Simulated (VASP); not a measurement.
# Ir (P6_3/mmc) in VASP: a series of runs, part 2 of 2

VASP 6.6.1. The steps go on from the part before.

**3. Single point, LDA (12.21 Å³/atom)**

This run uses another cell than the first one, of 12.21 Å³/atom.

Contents of INCAR:

```
PREC = Accurate
ENCUT = 500
EDIFF = 1E-6
ISMEAR = -1
SIGMA = 0.1
LREAL = False
LASPH = True
NELM = 120
ALGO = Normal
ISIF = 2
LWAVE = False
LCHARG = False
NBANDS = 26
GGA_COMPAT = False
```

Contents of KPOINTS:

```
regular mesh
0
Gamma
  15 15 4
```

Contents of POSCAR:

```
Ir
1.0
    2.5844904792      0.0000000000      0.0000000000
   -1.2922452396      2.2382344108      0.0000000000
    0.0000000000      0.0000000000      8.4436136487
Ir
4
Direct
    1.0000000000      1.0000000000      1.0000000000
    1.0000000000      1.0000000000      0.5000000000
    0.3333333333      0.6666666667      0.2500000000
    0.6666666667      0.3333333333      0.7500000000
```

Potentials or basis: VASP PAW LDA potentials, release 64 (Ir).

The run is started by

```bash
> cat potpaw_LDA.64/Ir/POTCAR > POTCAR
> mpirun -np 1 vasp_std > vasp.out
```

OUTCAR:

```text
PREC = Accurate
   ENCUT = 500
   EDIFF = 1E-6
   ISMEAR = -1
   LREAL = False
   LASPH = True
   NELM = 120
   ISIF = 2

 ion  position               nearest neighbor table
   1  0.000  0.000  0.000-   3 2.59   4 2.59   3 2.59   4 2.59   4 2.59   3 2.59
   2  0.000  0.000  0.500-   3 2.59   4 2.59   3 2.59   4 2.59   4 2.59   3 2.59
   3  0.333  0.667  0.250-   1 2.59   2 2.59   1 2.59   2 2.59   1 2.59   2 2.59
   4  0.667  0.333  0.750-   1 2.59   2 2.59   1 2.59   2 2.59   1 2.59   2 2.59

  LATTYP: Found a hexagonal cell.
 ALAT       =     2.5844904792
 C/A-ratio  =     3.2670322126

  Lattice vectors:

 A1 = (   2.5844904792,   0.0000000000,   0.0000000000)
 A2 = (  -1.2922452396,   2.2382344108,   0.0000000000)
 A3 = (   0.0000000000,   0.0000000000,   8.4436136487)

Analysis of symmetry for initial positions (statically):
=====================================================================
 Subroutine PRICEL returns:
 Original cell was already a primitive cell.

 Routine SETGRP: Setting up the symmetry group for a
 hexagonal supercell.

 Subroutine GETGRP returns: Found 24 space group operations
 (whereof 12 operations were pure point group operations)
 out of a pool of 24 trial point group operations.

The static configuration has the point symmetry D_3d.
 The point group associated with its full space group is D_6h.

Analysis of symmetry for dynamics (positions and initial velocities):
=====================================================================
 Subroutine PRICEL returns:
 Original cell was already a primitive cell.

 Routine SETGRP: Setting up the symmetry group for a
 hexagonal supercell.

 Subroutine GETGRP returns: Found 24 space group operations
 (whereof 12 operations were pure point group operations)
 out of a pool of 24 trial point group operations.

The dynamic configuration has the point symmetry D_3d.
 The point group associated with its full space group is D_6h.

 Subroutine INISYM returns: Found 24 space group operations
 (whereof 12 operations are pure point group operations),
[... 119 lines left out ...]
     AMIX     =   0.40;   BMIX     =  1.00
     AMIX_MAG =   1.60;   BMIX_MAG =  1.00
  volume/ion in A,a.u.               =      12.21        82.40
  Fermi-wavevector in a.u.,A,eV,Ry     =   1.478788  2.794505 29.753428  2.186815
  Thomas-Fermi vector in A             =   2.593026
   LORBIT       =      0    0 simple, 1 ext, 2 COOP (PROOUT), +10 PAW based schemes
   GGA     = CA    functional components
   LHFCALC =     F    Hartree Fock is set to
   AEXX    =    0.0000 exact exchange contribution
   IVDW    =     0    specifies the selected vdW correction
   LEPSILON=     F    determine dielectric tensor
   LRPA    =     F    only Hartree local field effects (RPA)
 non-spin polarized calculation
  energy-cutoff  :      500.00
  volume of cell :       48.84
 maximum number of plane-waves:      1256
 NGX is ok and might be reduce to    20
   NGX =  9   NGY =  9   NGZ = 31

 number of electron      36.0000001 magnetization

 Free energy of the ion-electron system (eV)
  ---------------------------------------------------
  ext. energy  EPLUGINS =         0.00000000
  ---------------------------------------------------
  free energy    TOTEN  =       -39.79113399 eV

  energy without entropy =      -39.69589808  energy(sigma->0) =      -39.74351603

 E-fermi :  13.1377     XC(G=0): -15.0016

 val. band max:       13.1293979627   @ k =   0.3333   0.3333   0.0000
 cond. band min:      13.1516477657   @ k =   0.1333   0.1333   0.0000
 fundamental gap:      0.0222498030
 Fermi energy:        13.1376989253

 k-point     1 :       0.0000    0.0000    0.0000
  band No.  band energies     occupation
      1       0.3517      2.00000
      2       2.7709      2.00000
      3       2.8246      2.00000
      4       3.2922      2.00000
      5       7.6780      2.00000
      6       7.7315      2.00000
[... 685 lines left out ...]
     25      21.2433      0.00000
     26      22.3844      0.00000

 [... further k-points ...]

------------------------ aborting loop because EDIFF is reached ----------------------------------------

  FORCE on cell =-STRESS in cart. coord.  units (eV):
  Direction    XX          YY          ZZ          XY          YZ          ZX
  --------------------------------------------------------------------------------------
  -------------------------------------------------------------------------------------
  Total       22.8396971     22.8396971     23.0618526      0.0000000     -0.0000000      0.0000000
  in kB      749.1901590    749.1901589    756.4773271      0.0000000     -0.0000000      0.0000000
  external PRESSURE =     751.6192150 kB  Pullay stress =       0.0000000 kB

 VOLUME and BASIS-vectors are now :
 -----------------------------------------------------------------------------
  energy-cutoff  :      500.00
  volume of cell :       48.84
      direct lattice vectors                 reciprocal lattice vectors
     2.584490479  0.000000000  0.000000000     0.386923461  0.223390364  0.000000000
    -1.292245240  2.238234411  0.000000000     0.000000000  0.446780728  0.000000000
     0.000000000  0.000000000  8.443613649     0.000000000  0.000000000  0.118432704

 POSITION                                       TOTAL-FORCE (eV/Angst)
 -----------------------------------------------------------------------------------
      0.00000      0.00000      0.00000        -0.000000     -0.000000     -0.000000
      0.00000      0.00000      4.22181        -0.000000     -0.000000     -0.000000
     -0.00000      1.49216      2.11090        -0.000000      0.000000      0.000000
      1.29225      0.74608      6.33271         0.000000     -0.000000      0.000000
 -----------------------------------------------------------------------------------
    total drift:                                0.000000     -0.000000      0.000000

  FREE ENERGIE OF THE ION-ELECTRON SYSTEM (eV)
  ---------------------------------------------------
  free  energy   TOTEN  =       -39.7911339857 eV

  energy  without entropy=      -39.6958980781  energy(sigma->0) =      -39.74351603
```

OSZICAR:

```text
N       E                     dE             d eps       ncg     rms          rms(c)
DAV:   1     0.399273135171E+03    0.39927E+03   -0.15719E+04  4220   0.138E+03
DAV:   2    -0.234446888158E+02   -0.42272E+03   -0.39907E+03  4250   0.441E+02
DAV:   3    -0.415538945346E+02   -0.18109E+02   -0.17133E+02  4784   0.107E+02
DAV:   4    -0.419502562959E+02   -0.39636E+00   -0.39293E+00  4698   0.142E+01
DAV:   5    -0.419598728198E+02   -0.96165E-02   -0.96127E-02  4840   0.204E+00    0.475E+01
DAV:   6    -0.402874096287E+02    0.16725E+01   -0.17939E+00  4836   0.141E+01    0.218E+01
DAV:   7    -0.398231669504E+02    0.46424E+00   -0.88998E-01  5044   0.952E+00    0.270E+00
DAV:   8    -0.398041192929E+02    0.19048E-01   -0.48252E-02  5444   0.309E+00    0.152E+00
DAV:   9    -0.397935403925E+02    0.10579E-01   -0.28816E-02  4564   0.205E+00    0.117E+00
DAV:  10    -0.397911349014E+02    0.24055E-02   -0.13643E-03  4452   0.473E-01    0.113E-01
DAV:  11    -0.397911441387E+02   -0.92373E-05   -0.37700E-05  5044   0.650E-02    0.696E-02
DAV:  12    -0.397911338784E+02    0.10260E-04   -0.21867E-05  4444   0.475E-02    0.473E-03
DAV:  13    -0.397911339857E+02   -0.10739E-06   -0.33894E-07  2396   0.502E-03
   1 F= -.39791134E+02 E0= -.39743516E+02  d E =-.952359E-01
```

stdout:

```text
POSCAR found type information on POSCAR Ir
 POSCAR found :  1 types and       4 ions
 scaLAPACK will be used
 LDA part: xc-table for (Slater(with rela. corr.)+CA(PZ))
 , standard interpolation
 POSCAR, INCAR and KPOINTS ok, starting setup
 FFT: planning ... GRIDC
 FFT: planning ... GRID_SOFT
 FFT: planning ... GRID
 WAVECAR not read
 entering main loop
```

Run time: 34 s. Hardware: 1 thread of Intel Xeon 6975P-C (Granite Rapids), shared host; peak memory 0.19 GiB.

Results:

```
Free energy            : -39.7911 eV
Pressure               : 75.2 GPa
Band gap on the k mesh : zero (bands 18 and 19 overlap by 3.26 eV)
```

Caveat: the cell stands under pressure; spin-orbit coupling is left out, which moves the levels of the heavy elements.

**4. Single point, LDA (12.77 Å³/atom)**

This run uses another cell than the first one, of 12.77 Å³/atom.

Contents of INCAR:

```
SYSTEM = Ir
ALGO = Normal ; EDIFF = 1E-6
ENCUT = 500 ; GGA = CA
GGA_COMPAT = .False. ; ISIF = 2
ISMEAR = -1 ; LASPH = .True.
LCHARG = .False. ; LREAL = .False.
LWAVE = .False. ; NBANDS = 26
NELM = 120 ; PREC = Accurate
SIGMA = 0.1
```

Contents of KPOINTS:

```
k-points
0
Gamma
  15 15 4
  0 0 0
```

Contents of POSCAR:

```
Ir
1.0
    2.6230706518      0.0000000000      0.0000000000
   -1.3115353259      2.2716458204      0.0000000000
    0.0000000000      0.0000000000      8.5696563155
Ir
4
Direct
    1.0000000000      1.0000000000      1.0000000000
    1.0000000000      1.0000000000      0.5000000000
    0.3333333333      0.6666666667      0.2500000000
    0.6666666667      0.3333333333      0.7500000000
```

The run is started by

```bash
> cat potpaw_LDA.64/Ir/POTCAR > POTCAR
> mpirun -np 1 vasp_std > vasp.out
```

Wall time 33 s (1 thread of Intel Xeon 6975P-C (Granite Rapids), shared host); peak memory 0.19 GiB.

The run converged. Its results:

| Quantity | Value |
| --- | --- |
| Free energy | -40.6166 eV |
| Pressure | 44.9 GPa |
| Band gap on the k mesh | zero (bands 18 and 19 overlap by 3.02 eV) |

Stress tensor (GPa, compression positive):
```
44.81  0.00  0.00
 0.00 44.81  0.00
 0.00  0.00 45.23
```

Levels at points of the mesh, in eV from the Fermi level:
```tsv
k point	band 16	band 17	band 18	band 19	band 20	band 21
(0.00, 0.00, 0.00)	-2.11	-2.11	-1.23	-1.23	-0.99	-0.39
(0.00, 0.00, 0.50)	-3.07	-1.63	-1.63	-1.63	-1.63	0.25
```

Caveat: the cell stands under pressure; spin-orbit coupling is left out, which moves the levels of the heavy elements.

**5. Single point, LDA (13.32 Å³/atom)**

This run uses another cell than the first one, of 13.32 Å³/atom.

Contents of INCAR:

```
ALGO     = Normal         # electronic algorithm
EDIFF    = 1E-6           # SCF threshold, eV
ENCUT    = 500            # plane-wave cutoff, eV
GGA_COMPAT= False        
ISIF     = 2              # what is computed and relaxed
ISMEAR   = -1             # smearing method
LASPH    = True           # aspherical terms in the spheres
LCHARG   = False          # write CHGCAR
LREAL    = False          # projectors in reciprocal space
LWAVE    = False          # write WAVECAR
NBANDS   = 26             # bands
NELM     = 120            # most SCF steps
PREC     = Accurate       # precision mode
SIGMA    = 0.1            # smearing width, eV
```

Contents of KPOINTS:

```
k-points
0
Gamma
  15 15 4
```

Contents of POSCAR:

```
Ir
1.0
    2.6605481531      0.0000000000      0.0000000000
   -1.3302740766      2.3041022886      0.0000000000
    0.0000000000      0.0000000000      8.6920965195
Ir
4
Direct
    1.0000000000      1.0000000000      1.0000000000
    1.0000000000      1.0000000000      0.5000000000
    0.3333333333      0.6666666667      0.2500000000
    0.6666666667      0.3333333333      0.7500000000
```

The run is started by

```bash
> cat potpaw_LDA.64/Ir/POTCAR > POTCAR
> mpirun -np 1 vasp_std > vasp.out
```

Run time: 33 s. Hardware: 1 thread of Intel Xeon 6975P-C (Granite Rapids), shared host; peak memory 0.2 GiB.

The run converged. Its results:

```
Free energy            : -41.0696 eV
Pressure               : 21.2 GPa
Band gap on the k mesh : zero (bands 18 and 19 overlap by 2.81 eV)
```

Stress tensor (GPa, compression positive):
```
21.09  0.00  0.00
 0.00 21.09  0.00
 0.00  0.00 21.29
```

Levels at points of the mesh, in eV from the Fermi level:
| k point | band 15 | band 16 | band 17 | band 18 | band 19 | band 20 | band 21 | band 22 |
| --- | --- | --- | --- | --- | --- | --- | --- | --- |
| (0.00, 0.00, 0.00) | -3.67 | -1.97 | -1.97 | -1.15 | -1.15 | -0.89 | -0.37 | -0.37 |
| (0.00, 0.00, 0.50) | -2.91 | -2.91 | -1.53 | -1.53 | -1.53 | -1.53 | 0.24 | 0.24 |

Caveat: the cell stands under pressure; spin-orbit coupling is left out, which moves the levels of the heavy elements.

**6. Summary**

| cell | k mesh | gap on the mesh (eV) | pressure (GPa) |
| --- | --- | --- | --- |
| a = 2.697, b = 2.697, c = 8.811 Å, angles 90.0, 90.0, 120.0°, 4 atoms | 13 × 13 × 4 | none | 2.6 |
| a = 2.584, b = 2.584, c = 8.444 Å, angles 90.0, 90.0, 120.0°, 4 atoms | 15 × 15 × 4 | none | 75.2 |
| a = 2.623, b = 2.623, c = 8.570 Å, angles 90.0, 90.0, 120.0°, 4 atoms | 15 × 15 × 4 | none | 44.9 |
| a = 2.661, b = 2.661, c = 8.692 Å, angles 90.0, 90.0, 120.0°, 4 atoms | 15 × 15 × 4 | none | 21.2 |

Alike in all rows: task single point; level LDA; potentials or basis VASP PAW LDA potentials, release 64 (Ir); no spin polarisation; cutoff (eV) 500; smearing fermi-dirac 0.1 eV.

Caveats: spin-orbit coupling is left out, which moves the levels of the heavy elements; the cell stands under pressure (at least some runs).

Absolute energies hang on the potentials; compare differences alone.
